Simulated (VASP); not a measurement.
Wanted: the native input for a VASP 6.6.1 run.

| Quantity | Value |
| --- | --- |
| Task | single point |
| Functional | PBE |
| Potentials or basis | VASP PAW PBE potentials, release 64 (Be, Rh_pv, S) |
| Cutoff | 520 eV |
| k mesh | 4 × 4 × 4 |
| Occupations | gaussian, width 0.1 eV |
| Spin | collinear spin, ferromagnetic start |
| Starting moments | [0.0, 1.0, 0.0, 0.0, 0.0] μB |
| Dipole correction | no |
| Further INCAR settings | ALGO = Normal; EDIFF = 1e-06; NBANDS = 30 |

The structure of BeRhS3 lies in POSCAR:

```
BeRhS3
1.0
    4.3467227100      0.0000000000      0.0000000000
    0.0000000000      4.3467227100      0.0000000000
    0.0000000000      0.0000000000      4.3467227100
Be Rh S
1 1 3
Direct
    0.0000000000      0.0000000000      0.0000000000
    0.5000000000      0.5000000000      0.5000000000
    0.0000000000      0.5000000000      0.5000000000
    0.5000000000      0.5000000000      0.0000000000
    0.5000000000      0.0000000000      0.5000000000
```

The input as run:

INCAR

```
SYSTEM = BeRhS3
PREC = Accurate
ENCUT = 520
EDIFF = 1E-6
ISMEAR = 0
SIGMA = 0.1
LREAL = .FALSE.
LASPH = .TRUE.
NELM = 150
ALGO = Normal
ISIF = 2
LWAVE = .FALSE.
LCHARG = .FALSE.
ISPIN = 2
MAGMOM = 0 1 0 0 0
LORBIT = 11
LMAXMIX = 4
GGA = PE
NBANDS = 30
```

KPOINTS

```
Automatic mesh
0
G
  4 4 4
  0 0 0
```

Potentials or basis: VASP PAW PBE potentials, release 64 (Be, Rh_pv, S).

Command:

```bash
$ cat potpaw_PBE.64/Be/POTCAR potpaw_PBE.64/Rh_pv/POTCAR potpaw_PBE.64/S/POTCAR > POTCAR
$ mpirun -np 1 vasp_std > vasp.out
```

It gave:

* Pressure: 22.6 GPa
* Net moment: 0.01 μB per cell
* Valence electrons inside the program's atomic spheres: Be 0.52; Rh 14.32; S 3.71

Caveat: the k points lie up to 0.36 Å⁻¹ apart.

Wall time 27 s on 1 thread of AMD EPYC 9R14 (Zen 4), with other jobs on the host, peak memory 0.18 GiB.
